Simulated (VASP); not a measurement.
# SiS2 (Ibam) in VASP: further runs

The runs below take SiS2 through single point, with PBE.

Program: VASP 6.6.1. These are calculated values, not measurements. Logs are shortened: lines on timing, memory, paths and dates and some standing lists are left out, and cuts for length are marked.

## Step 1: The cell of the first run

Symmetry: Ibam, No. 72, orthorhombic system. The conventional cell has a = 5.564 Å, b = 9.545 Å, c = 5.552 Å, α = 90.00°, β = 90.00°, γ = 90.00°. Si (site symmetry 222) has 4 S at 2.13 Å and 2 Si at 2.78 Å within 2.8 Å. S (site symmetry m) has 2 Si at 2.13 Å within 2.8 Å.

## Step 2: Single point, PBE

The input, INCAR:

```
PREC = Accurate ; ENCUT = 500
EDIFF = 1E-6 ; ISMEAR = 0
SIGMA = 0.01 ; LREAL = F
LASPH = T ; NELM = 120
ALGO = Normal ; ISIF = 2
LWAVE = F ; LCHARG = T
GGA = PE ; LELF = T
LVHAR = T ; NBANDS = 25
GGA_COMPAT = F
```

The input, KPOINTS:

```
regular mesh
0
Gamma
  2 2 2
```

The input, POSCAR:

```
SiS2
1.0
   -2.7820000000      4.7725000000      2.7760000000
    2.7820000000     -4.7725000000      2.7760000000
    2.7820000000      4.7725000000     -2.7760000000
Si S
2 4
Direct
    0.7500000000      0.7500000000      0.0000000000
    0.2500000000      0.2500000000      0.0000000000
    0.1182000000      0.2088000000      0.3270000000
    0.8818000000      0.7912000000      0.6730000000
    0.6182000000      0.2912000000      0.9094000000
    0.3818000000      0.7088000000      0.0906000000
```

Potentials or basis: VASP PAW PBE potentials, release 64 (Si, S).

The run is started by

```sh
$ cat potpaw_PBE.64/Si/POTCAR potpaw_PBE.64/S/POTCAR > POTCAR
$ mpirun -np 1 vasp_std > vasp.out
```

OUTCAR:

```text
PREC = Accurate
   ENCUT = 500
   EDIFF = 1E-6
   ISMEAR = 0
   LREAL = F
   LASPH = T
   NELM = 120
   ISIF = 2
   GGA = PE

 ion  position               nearest neighbor table
   1  0.750  0.750  0.000-   5 2.13   4 2.13   3 2.13   6 2.13   2 2.78   2 2.78
   2  0.250  0.250  0.000-   6 2.13   4 2.13   3 2.13   5 2.13   1 2.78   1 2.78
   3  0.118  0.209  0.327-   1 2.13   2 2.13
   4  0.882  0.791  0.673-   1 2.13   2 2.13
   5  0.618  0.291  0.909-   1 2.13   2 2.13
   6  0.382  0.709  0.091-   2 2.13   1 2.13

  LATTYP: Found a body centered orthorhombic cell.
 ALAT       =     5.5520000000
 B/A-ratio  =     1.0021613833
 C/A-ratio  =     1.7192002882

  Lattice vectors:

 A1 = (   2.7820000000,   4.7725000000,  -2.7760000000)
 A2 = (  -2.7820000000,   4.7725000000,   2.7760000000)
 A3 = (   2.7820000000,  -4.7725000000,   2.7760000000)

Analysis of symmetry for initial positions (statically):
=====================================================================
 Subroutine PRICEL returns:
 Original cell was already a primitive cell.

 Routine SETGRP: Setting up the symmetry group for a
 body centered orthorhombic supercell.

 Subroutine GETGRP returns: Found  8 space group operations
 (whereof  4 operations were pure point group operations)
 out of a pool of  8 trial point group operations.

The static configuration has the point symmetry C_2h.
 The point group associated with its full space group is D_2h.

Analysis of symmetry for dynamics (positions and initial velocities):
=====================================================================
 Subroutine PRICEL returns:
 Original cell was already a primitive cell.

 Routine SETGRP: Setting up the symmetry group for a
 body centered orthorhombic supercell.

 Subroutine GETGRP returns: Found  8 space group operations
 (whereof  4 operations were pure point group operations)
 out of a pool of  8 trial point group operations.

The dynamic configuration has the point symmetry C_2h.
 The point group associated with its full space group is D_2h.

 Subroutine INISYM returns: Found  8 space group operations
 (whereof  4 operations are pure point group operations),
 and found     1 'primitive' translations

----------------------------------------------------------------------------------------

                                     Primitive cell

[... 79 lines left out ...]
   LREAL  =      F    real-space projection
   EDIFFG = 0.1E-04   stopping-criterion for IOM
   NSW    =      0    number of steps for IOM
   IBRION =     -1    ionic relax: 0-MD 1-quasi-New 2-CG
   NFREE  =      0    steps in history (QN), initial steepest desc. (CG)
   ISIF   =      2    stress and relaxation
   ISYM   =      2    0-nonsym 1-usesym 2-fastsym
   POTIM  = 0.5000    time-step for ionic-motion
   TEBEG  =    0.0;   TEEND  =   0.0 temperature during run
   PSTRESS=    0.0 pullay stress
   NELECT =      32.0000    total number of electrons
   NUPDOWN=      -1.0000    fix difference up-down
   EMIN   =  10.00;   EMAX   =-10.00  energy-range for DOS
   EFERMI =   0.00;   METHOD = LEGACY
   ISMEAR =     0;   SIGMA  =   0.01  broadening in eV -4-tet -1-fermi 0-gaus
   EFERMI_NEDOS =   21; number of points for ismear=-14 and -15
   IALGO  =     38    algorithm
   IMIX   =      4    mixing-type and parameters
     AMIX     =   0.40;   BMIX     =  1.00
     AMIX_MAG =   1.60;   BMIX_MAG =  1.00
  volume/ion in A,a.u.               =      24.57       165.82
  Fermi-wavevector in a.u.,A,eV,Ry     =   0.983854  1.859214 13.170013  0.967969
  Thomas-Fermi vector in A             =   2.115043
   LORBIT       =      0    0 simple, 1 ext, 2 COOP (PROOUT), +10 PAW based schemes
   GGA     = PE    functional components
   LHFCALC =     F    Hartree Fock is set to
   AEXX    =    0.0000 exact exchange contribution
   IVDW    =     0    specifies the selected vdW correction
   LEPSILON=     F    determine dielectric tensor
   LRPA    =     F    only Hartree local field effects (RPA)
 non-spin polarized calculation
 Gauss-broadening in eV      SIGMA  =   0.01
  energy-cutoff  :      500.00
  volume of cell :      147.43
 maximum number of plane-waves:      3777
 NGX is ok and might be reduce to    48
   NGX = 23   NGY = 23   NGZ = 23

 number of electron      32.0000002 magnetization

 Free energy of the ion-electron system (eV)
  ---------------------------------------------------
  ext. energy  EPLUGINS =         0.00000000
  ---------------------------------------------------
  free energy    TOTEN  =       -31.24599886 eV

  energy without entropy =      -31.24599886  energy(sigma->0) =      -31.24599886

 E-fermi :   2.2312     XC(G=0):  -8.2566

 val. band max:        2.1411738978   @ k =   0.5000   0.5000   0.0000
 cond. band min:       5.0076487045   @ k =   0.5000   0.5000   0.5000
 fundamental gap:      2.8664748067
 Fermi energy:         2.2312036787

 k-point     1 :       0.0000    0.0000    0.0000
  band No.  band energies     occupation
      1     -12.4603      2.00000
      2     -10.3462      2.00000
      3      -9.7751      2.00000
      4      -9.6258      2.00000
      5      -5.4135      2.00000
      6      -3.7865      2.00000
[... 129 lines left out ...]
     24       8.4134      0.00000
     25       8.9043      0.00000

------------------------ aborting loop because EDIFF is reached ----------------------------------------

  FORCE on cell =-STRESS in cart. coord.  units (eV):
  Direction    XX          YY          ZZ          XY          YZ          ZX
  --------------------------------------------------------------------------------------
  -------------------------------------------------------------------------------------
  Total        2.3225193      2.2821012      1.6499128      0.0000000      0.0000000      0.0000000
  in kB       25.2398862     24.8006445     17.9303617      0.0000000      0.0000000      0.0000000
  external PRESSURE =      22.6569641 kB  Pullay stress =       0.0000000 kB

 VOLUME and BASIS-vectors are now :
 -----------------------------------------------------------------------------
  energy-cutoff  :      500.00
  volume of cell :      147.43
      direct lattice vectors                 reciprocal lattice vectors
    -2.782000000  4.772500000  2.776000000     0.000000000  0.104766894  0.180115274
     2.782000000 -4.772500000  2.776000000     0.179726815  0.000000000  0.180115274
     2.782000000  4.772500000 -2.776000000     0.179726815  0.104766894  0.000000000

 POSITION                                       TOTAL-FORCE (eV/Angst)
 -----------------------------------------------------------------------------------
      0.00000      0.00000      4.16400        -0.000000      0.000000     -0.000000
      0.00000      0.00000      1.38800        -0.000000      0.000000     -0.000000
      1.16176      1.12822      0.00000         0.211070      0.180062      0.000000
      1.62024      3.64428      2.77600        -0.211070     -0.180062     -0.000000
      1.62024      5.90072      0.00000        -0.211070      0.180062     -0.000000
      1.16176     -1.12822      2.77600         0.211070     -0.180062      0.000000
 -----------------------------------------------------------------------------------
    total drift:                                0.000000     -0.000000      0.000000

  FREE ENERGIE OF THE ION-ELECTRON SYSTEM (eV)
  ---------------------------------------------------
  free  energy   TOTEN  =       -31.2459988557 eV

  energy  without entropy=      -31.2459988557  energy(sigma->0) =      -31.24599886
```

OSZICAR:

```text
N       E                     dE             d eps       ncg     rms          rms(c)
DAV:   1     0.148752819128E+03    0.14875E+03   -0.12664E+04   250   0.104E+03
DAV:   2    -0.197623920610E+02   -0.16852E+03   -0.15753E+03   354   0.184E+02
DAV:   3    -0.320173788093E+02   -0.12255E+02   -0.12147E+02   330   0.531E+01
DAV:   4    -0.322469927483E+02   -0.22961E+00   -0.22941E+00   299   0.875E+00
DAV:   5    -0.322533721164E+02   -0.63794E-02   -0.63775E-02   340   0.145E+00    0.183E+01
DAV:   6    -0.313697513752E+02    0.88362E+00   -0.13070E+00   274   0.479E+00    0.107E+01
DAV:   7    -0.312493665419E+02    0.12038E+00   -0.10613E+00   298   0.435E+00    0.310E+00
DAV:   8    -0.312462076957E+02    0.31588E-02   -0.11973E-01   297   0.166E+00    0.818E-01
DAV:   9    -0.312458446373E+02    0.36306E-03   -0.39416E-03   340   0.335E-01    0.485E-01
DAV:  10    -0.312460187676E+02   -0.17413E-03   -0.18952E-03   290   0.213E-01    0.118E-01
DAV:  11    -0.312459815803E+02    0.37187E-04   -0.16325E-04   300   0.723E-02    0.643E-02
DAV:  12    -0.312459861483E+02   -0.45679E-05   -0.21465E-05   323   0.227E-02    0.148E-02
DAV:  13    -0.312459988301E+02   -0.12682E-04   -0.12327E-05   274   0.193E-02    0.264E-02
DAV:  14    -0.312459988557E+02   -0.25656E-07   -0.13280E-06   266   0.628E-03
   1 F= -.31245999E+02 E0= -.31245999E+02  d E =-.887621E-38
```

stdout:

```text
POSCAR found type information on POSCAR SiS
 POSCAR found :  2 types and       6 ions
 scaLAPACK will be used
 LDA part: xc-table for (Slater+PW92), standard interpolation
 POSCAR, INCAR and KPOINTS ok, starting setup
 FFT: planning ... GRIDC
 FFT: planning ... GRID_SOFT
 FFT: planning ... GRID
 WAVECAR not read
 entering main loop
```

Wall time 49 s (1 thread of Intel Xeon 8259CL, shared host); peak memory 0.3 GiB.

What came out:

- Free energy: -31.2460 eV
- Pressure: 2.3 GPa
- Largest force: 0.277 eV/Å
- Band gap on the k mesh: 2.87 eV, indirect (least direct gap 3.08 eV)

Forces on the atoms (eV/Å):
```
Si   0.000  0.000  0.000
Si   0.000  0.000  0.000
S    0.211  0.180  0.000
S   -0.211 -0.180  0.000
S   -0.211  0.180  0.000
S    0.211 -0.180  0.000
```

Levels at points of the mesh, in eV from the valence-band top:
```csv
k point,band 14,band 15,band 16,band 17,band 18,band 19
"(0.00, 0.00, 0.00)",-0.74,-0.66,-0.51,3.57,4.02,4.04
"(0.50, 0.00, 0.00)",-1.19,-0.70,-0.70,3.48,3.48,4.98
"(0.00, 0.50, 0.00)",-0.96,-0.57,-0.57,3.37,3.37,4.67
"(0.50, 0.50, 0.00)",-1.25,-0.97,0.00,4.03,4.71,4.92
"(0.50, 0.50, 0.50)",-1.94,-1.39,-0.22,2.87,3.97,4.27
```

Caveat: the k points lie up to 0.80 Å⁻¹ apart. A k mesh can miss the band edges.

## Step 3: Single point, PBE

The input, INCAR:

```
SYSTEM = SiS2
  PREC = Accurate
  ENCUT = 500
  EDIFF = 1E-6
  ISMEAR = 0
  SIGMA = 0.01
  LREAL = .FALSE.
  LASPH = .TRUE.
  NELM = 120
  ALGO = Normal
  ISIF = 2
  LWAVE = .FALSE.
  LCHARG = .TRUE.
  GGA = PE
  LELF = .TRUE.
  LVHAR = .TRUE.
  NBANDS = 25
  GGA_COMPAT = .FALSE.
```

The input, KPOINTS:

```
Automatic mesh
0
G
  3 3 3
  0 0 0
```

POSCAR is that of step 2.

Potentials or basis: VASP PAW PBE potentials, release 64 (Si, S).

The run is started by

```sh
$ cat potpaw_PBE.64/Si/POTCAR potpaw_PBE.64/S/POTCAR > POTCAR
$ mpirun -np 1 vasp_std > vasp.out
```

It took 72 s on 1 thread of Intel Xeon 8259CL, shared host; peak memory 0.31 GiB.

Results (log left out):

| Item | Value |
| --- | --- |
| Free energy | -31.3058 eV |
| Pressure | 2.1 GPa |
| Largest force | 0.231 eV/Å |
| Band gap on the k mesh | 2.98 eV, indirect (least direct gap 3.45 eV) |

Forces on the atoms (eV/Å):
```
Si   0.000  0.000  0.000
Si   0.000  0.000  0.000
S    0.171  0.155  0.000
S   -0.171 -0.155  0.000
S   -0.171  0.155  0.000
S    0.171 -0.155  0.000
```

Stress tensor (GPa, compression positive):
```
2.27 0.00 0.00
0.00 2.26 0.00
0.00 0.00 1.82
```

Levels at points of the mesh, in eV from the valence-band top:
| k point | band 13 | band 14 | band 15 | band 16 | band 17 | band 18 | band 19 | band 20 |
| --- | --- | --- | --- | --- | --- | --- | --- | --- |
| (0.00, 0.00, 0.00) | -1.61 | -0.74 | -0.66 | -0.52 | 3.57 | 4.02 | 4.05 | 5.59 |

Caveat: the k points lie up to 0.53 Å⁻¹ apart. As with any semilocal functional, this PBE gap is likely too small.

## Step 4: Single point, PBE

The input, INCAR:

```
SYSTEM = SiS2
PREC     = Accurate       ! precision mode
ENCUT    = 500            ! plane-wave cutoff, eV
EDIFF    = 1E-6           ! SCF threshold, eV
ISMEAR   = 0              ! smearing method
SIGMA    = 0.01           ! smearing width, eV
LREAL    = .False.        ! projectors in reciprocal space
LASPH    = .True.         ! aspherical terms in the spheres
NELM     = 120            ! most SCF steps
ALGO     = Normal         ! electronic algorithm
ISIF     = 2              ! what is computed and relaxed
LWAVE    = .False.        ! write WAVECAR
LCHARG   = .False.        ! write CHGCAR
GGA      = PE             ! functional
NBANDS   = 25             ! bands
GGA_COMPAT= .False.
```

The input, KPOINTS:

```
regular mesh
0
Gamma
  4 4 4
  0 0 0
```

POSCAR is that of step 3.

The run is started by

```sh
$ cat potpaw_PBE.64/Si/POTCAR potpaw_PBE.64/S/POTCAR > POTCAR
$ mpirun -np 1 vasp_std > vasp.out
```

It took 2.3 min on 1 thread of Intel Xeon 8259CL, shared host; peak memory 0.32 GiB.

It converged, with:

| Item | Value |
| --- | --- |
| Free energy | -31.3034 eV |
| Pressure | 2.1 GPa |
| Largest force | 0.235 eV/Å |
| Band gap on the k mesh | 2.83 eV, indirect (least direct gap 3.09 eV) |

Forces on the atoms (eV/Å):
```
Si   0.000  0.000  0.000
Si   0.000  0.000  0.000
S    0.175  0.157  0.000
S   -0.175 -0.157  0.000
S   -0.175  0.157  0.000
S    0.175 -0.157  0.000
```

Stress tensor (GPa, compression positive):
```
2.28 0.00 0.00
0.00 2.28 0.00
0.00 0.00 1.81
```

Levels at points of the mesh, in eV from the valence-band top:
```
           k point  band 12  band 13  band 14  band 15  band 16  band 17  band 18  band 19  band 20  band 21
(0.00, 0.00, 0.00)    -1.96    -1.65    -0.77    -0.70    -0.55     3.54     3.99     4.01     5.56     6.17
(0.50, 0.00, 0.00)    -2.06    -1.23    -1.23    -0.74    -0.74     3.45     3.45     4.96     4.96     5.85
(0.00, 0.50, 0.00)    -2.04    -0.99    -0.99    -0.61    -0.61     3.34     3.34     4.64     4.64     5.80
(0.50, 0.50, 0.00)    -2.09    -1.92    -1.29    -1.01    -0.04     4.00     4.68     4.89     4.92     5.38
(0.50, 0.50, 0.50)    -2.14    -2.03    -1.97    -1.43    -0.26     2.83     3.93     4.24     5.06     5.10
```

A k mesh can miss the band edges. As with any semilocal functional, this PBE gap is likely too small.

## Step 5: Single point, PBE

The input, INCAR:

```
SYSTEM = SiS2
PREC     = Accurate       ! precision mode
ENCUT    = 500            ! plane-wave cutoff, eV
EDIFF    = 1E-6           ! SCF threshold, eV
ISMEAR   = 0              ! smearing method
SIGMA    = 0.01           ! smearing width, eV
LREAL    = .FALSE.        ! projectors in reciprocal space
LASPH    = .TRUE.         ! aspherical terms in the spheres
NELM     = 120            ! most SCF steps
ALGO     = Normal         ! electronic algorithm
ISIF     = 2              ! what is computed and relaxed
LWAVE    = .FALSE.        ! write WAVECAR
LCHARG   = .TRUE.         ! write CHGCAR
GGA      = PE             ! functional
LELF     = .TRUE.         ! ELF
LVHAR    = .TRUE.       
NBANDS   = 25             ! bands
GGA_COMPAT= .FALSE.
```

The input, KPOINTS:

```
regular mesh
0
G
  5 5 5
  0 0 0
```

POSCAR is that of step 4.

The run is started by

```sh
$ cat potpaw_PBE.64/Si/POTCAR potpaw_PBE.64/S/POTCAR > POTCAR
$ mpirun -np 1 vasp_std > vasp.out
```

Run time: 3.3 min. Hardware: 1 thread of Intel Xeon 8259CL, shared host; peak memory 0.34 GiB.

The run converged. Its results:

```yaml
Free_energy: -31.3037 eV
Pressure: 2.1 GPa
Largest_force: 0.235 eV/Å
Band_gap_on_the_k_mesh: 2.82 eV, indirect (least direct gap 3.23 eV)
```

Forces on the atoms (eV/Å):
```
Si   0.000  0.000  0.000
Si   0.000  0.000  0.000
S    0.175  0.157  0.000
S   -0.175 -0.157  0.000
S   -0.175  0.157  0.000
S    0.175 -0.157  0.000
```

Stress tensor (GPa, compression positive):
```
2.28 0.00 0.00
0.00 2.28 0.00
0.00 0.00 1.81
```

Levels at points of the mesh, in eV from the valence-band top:
| k point | band 12 | band 13 | band 14 | band 15 | band 16 | band 17 | band 18 | band 19 | band 20 | band 21 |
| --- | --- | --- | --- | --- | --- | --- | --- | --- | --- | --- |
| (0.00, 0.00, 0.00) | -1.94 | -1.63 | -0.76 | -0.68 | -0.54 | 3.55 | 4.00 | 4.03 | 5.57 | 6.19 |

A k mesh can miss the band edges. As with any semilocal functional, this PBE gap is likely too small.

## Step 6: The runs side by side

| k mesh | gap on the mesh (eV) | pressure (GPa) | largest force (eV/Å) |
| --- | --- | --- | --- |
| 2 × 2 × 2 | 2.87 | 2.3 | 0.28 |
| 3 × 3 × 3 | 2.98 | 2.1 | 0.23 |
| 4 × 4 × 4 | 2.83 | 2.1 | 0.23 |
| 5 × 5 × 5 | 2.82 | 2.1 | 0.23 |

Alike in all rows: task single point; level PBE; potentials or basis VASP PAW PBE potentials, release 64 (Si, S); no spin polarisation; cell as given; cutoff (eV) 500; smearing gaussian 0.01 eV.

Caveats: some runs use coarse meshes.

Absolute energies hang on the potentials; compare differences alone.
